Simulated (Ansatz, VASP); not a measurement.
MgSn5 in VASP and in Ansatz

File INCAR:

```
  PREC = Accurate
  ENCUT = 520
  EDIFF = 1E-6
  ISMEAR = -1
  SIGMA = 0.05
  LREAL = F
  LASPH = T
  NELM = 80
  ALGO = Normal
  ISIF = 2
  LWAVE = F
  LCHARG = F
  GGA = PS
  NBANDS = 45
```

The input KPOINTS:

```
regular mesh
0
Gamma
  4 4 3
```

Contents of POSCAR:

```
MgSn5
1.0
    5.6501780000      0.0000000000      0.0000000000
   -2.8250890000      4.8931980000      0.0000000000
    0.0000000000      0.0000000000      5.6172030000
Mg Sn
1 5
Direct
    0.0000000000      0.0000000000      0.5000000000
    0.6700040000      0.0000000000      0.0000000000
    0.3299960000      0.3299960000      0.0000000000
    0.0000000000      0.6700040000      0.0000000000
    0.6666666667      0.3333333333      0.5000000000
    0.3333333333      0.6666666667      0.5000000000
```

Input for Ansatz:

```yaml
crystal:
  lattice:
    - [5.650178, 0.0, 0.0]
    - [-2.825089, 4.893198, 0.0]
    - [0.0, 0.0, 5.617203]
  atoms:
    - { symbol: Mg, position: [0.0, 0.0, 0.5] }
    - { symbol: Sn, position: [0.670004, 0.0, 0.0] }
    - { symbol: Sn, position: [0.329996, 0.329996, 0.0] }
    - { symbol: Sn, position: [4.182199468315016e-18, 0.670004, 0.0] }
    - { symbol: Sn, position: [0.6666666666666666, 0.3333333333333333, 0.5] }
    - { symbol: Sn, position: [0.3333333333333333, 0.6666666666666666, 0.5] }
basis:
  ecutwfc: 462.593566181796
kpoints:
  mp_grid:
    grid: [4, 4, 3]
hamiltonian:
  xc: pbesol
scf:
  occupations:
    method: fermi_dirac
    width: 0.05
output:
  forces: true
  stress: true
```

Alike in both runs: task single point; functional PBEsol; k mesh 4 × 4 × 3; occupations fermi-dirac, width 0.05 eV; no spin polarisation.

```csv
,VASP,Ansatz
version,VASP 6.6.1,Ansatz 0.2.0
potentials or method,"VASP PAW PBE potentials, release 64 (Mg, Sn_d), cutoff 520 eV","plane waves, PAW"
valence electrons in the cell,72,80
```

|  | VASP | Ansatz | Ansatz less VASP |
| --- | --- | --- | --- |
| pressure (GPa) | -0.7 | -0.6 | +0.09 |
| traceless stress, the component that is largest in VASP (GPa) | 2.29 | 2.29 | +0.002 |
| rms of the force components (eV/Å) | 0.023 | 0.025 | +0.0012 |

VASP's potentials were made for PBE, not for PBEsol. Atom by atom the forces differ by 0.001 eV/Å (rms over components). VASP's potentials hold 72 valence electrons a cell and Ansatz's 80, so a difference there can come from the potentials and not from the codes.

The k mesh is coarse, so the values compare programs but aren't converged.
